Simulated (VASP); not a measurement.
A run of VASP 6.6.1 is set up as follows.

File INCAR:

```
ALGO     = Normal         # electronic algorithm
EDIFF    = 1E-8           # SCF threshold, eV
ENCUT    = 400            # plane-wave cutoff, eV
GGA      = PS             # functional
GGA_COMPAT= False        
ISIF     = 2              # what is computed and relaxed
ISMEAR   = -1             # smearing method
LASPH    = True           # aspherical terms in the spheres
LCHARG   = False          # write CHGCAR
LEFG     = True         
LREAL    = False          # projectors in reciprocal space
LWAVE    = False          # write WAVECAR
NBANDS   = 15             # bands
NELM     = 120            # most SCF steps
PREC     = Accurate       # precision mode
SIGMA    = 0.02           # smearing width, eV
```

The input KPOINTS:

```
k-points
0
Gamma
  7 7 7
```

File POSCAR:

```
KI
1.0
    0.0000000000      3.5424356157      3.5424356157
    3.5424356157      0.0000000000      3.5424356157
    3.5424356157      3.5424356157      0.0000000000
K I
1 1
Direct
    0.0000000000      0.0000000000      0.0000000000
    0.5000000000      0.5000000000      0.5000000000
```

Potentials or basis: VASP PAW PBE potentials, release 64 (K_sv, I).

Launch:

```console
$ cat potpaw_PBE.64/K_sv/POTCAR potpaw_PBE.64/I/POTCAR > POTCAR
$ mpirun -np 1 vasp_std > vasp.out
```

Task: What does it give for the pressure?

Result: -0.3 GPa.

Task: Estimate the band gap on the k mesh.

Result: 3.80 eV, direct.

Caveat: without QUAD_EFG the Cq values of the log hold for a quadrupole moment of 1 mb, not for the nuclei; the PAW data sets were made with another functional, which shifts forces and pressure a little; spin-orbit coupling is left out, which moves the levels of the heavy elements. A k mesh can miss the band edges.
